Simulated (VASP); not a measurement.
Runs of VASP 6.6.1 on CdSe (rocksalt type). The structure is that of space group Fm-3m (No. 225), or close to it. The cells are those of the table. 

```tsv
task	cell	cutoff (eV)	gap on the mesh (eV)	pressure (GPa)
relaxation of cell and atoms	relaxed from a = 3.803 Å, angles 60.0°, 2 atoms	600	none	0.0
single point	a = 4.058 Å, angles 60.0°, 2 atoms	520	none	0.3
single point	a = 3.637 Å, angles 60.0°, 2 atoms	520	none	(a)
single point	a = 3.889 Å, angles 60.0°, 2 atoms	520	none	11.0
single point	a = 3.975 Å, angles 60.0°, 2 atoms	520	none	(b)
single point	a = 3.325 Å, angles 60.0°, 2 atoms	520	none	154.3
```

Alike in all rows: level PBE; potentials or basis VASP PAW PBE potentials, release 64 (Cd, Se); no spin polarisation; k mesh 14 × 14 × 14; smearing fermi-dirac 0.1 eV.

Problem. Estimate the missing entries.

Solution. (a) 44.7; (b) 4.7.

Caveats: semilocal functionals underestimate gaps, and a narrow one can read as zero (at least some runs); the cell stands under pressure (at least some runs).

A k mesh can miss the band edges, and the runs leave out spin-orbit coupling on Cd, Se.

A gap of «none» marks levels without a gap at the run's occupations.
